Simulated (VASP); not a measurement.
Crystal: Rh.

```
Rh
1.0
     0.00000    1.89785    1.89785
     1.89785    0.00000    1.89785
     1.89785    1.89785    0.00000
Rh
1
Direct
  0.00000 0.00000 0.00000
```

Base run:

```yaml
Program: VASP 6.6.1
Functional: RPBE
Potentials_or_basis: VASP PAW PBE potentials, release 64 (Rh_pv)
Cutoff: 520 eV
k_mesh: 14 × 14 × 14
Occupations: methfessel-paxton, width 0.15 eV
Spin: no spin polarisation
```

Its results: pressure 12.5 GPa.

Task: After a change of settings the same cell gave: pressure 11.1 GPa. Which change was it?
A. functional from RPBE to PBE; further incar settings from ALGO = Normal; EDIFF = 1e-06; NBANDS = 14 to ALGO = Normal; EDIFF = 1e-07; NBANDS = 14
B. functional from RPBE to revPBE
C. functional from RPBE to PBEsol; further incar settings from ALGO = Normal; EDIFF = 1e-06; NBANDS = 14 to ALGO = Normal; EDIFF = 1e-07; NBANDS = 14
D. functional from RPBE to BLYP; further incar settings from ALGO = Normal; EDIFF = 1e-06; NBANDS = 14 to ALGO = Normal; EDIFF = 1e-07; NBANDS = 14

Result: B.

Caveats: the PAW data sets were made with another functional, which shifts forces and pressure a little.
